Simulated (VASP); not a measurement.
# Si: single point with r2SCAN

Crystal: Si.

```
Si
1.0
     2.64481    2.64481    0.00000
    -2.64481    2.64481    0.00000
     0.00000    2.64481    2.64481
Si
2
Cartesian
  -1.3224 3.9672 1.3224
  0.0000 0.0000 0.0000
```

```json
{
 "Program": "VASP 6.6.1",
 "Task": "single point",
 "Functional": "r2SCAN",
 "Potentials or basis": "VASP PAW PBE potentials, release 64 (Si)",
 "Cutoff": "520 eV",
 "k mesh": "8 × 8 × 8",
 "Occupations": "gaussian, width 0.01 eV",
 "Spin": "no spin polarisation"
}
```

```yaml
Pressure: 9.8 GPa
Band_gap_on_the_k_mesh: 0.68 eV, indirect (least direct gap 2.79 eV)
```

Levels at points of the mesh, in eV from the valence-band top:
| k point | band 1 | band 2 | band 3 | band 4 | band 5 | band 6 | band 7 | band 8 |
| --- | --- | --- | --- | --- | --- | --- | --- | --- |
| (0.00, 0.00, 0.00) | -13.11 | 0.00 | 0.00 | 0.00 | 2.79 | 2.79 | 2.79 | 4.99 |
| (0.50, 0.00, 0.00) | -10.44 | -7.67 | -1.35 | -1.35 | 2.19 | 3.54 | 3.54 | 8.47 |
| (0.50, 0.50, 0.00) | -8.44 | -8.44 | -3.23 | -3.23 | 0.76 | 0.76 | 11.62 | 11.62 |

Run time: 42 s on 1 thread of Intel Xeon 6975P-C, on a shared host, peak memory 0.15 GiB.

Caveat: the PAW data sets were made with another functional, which shifts forces and pressure a little. A k mesh can miss the band edges.
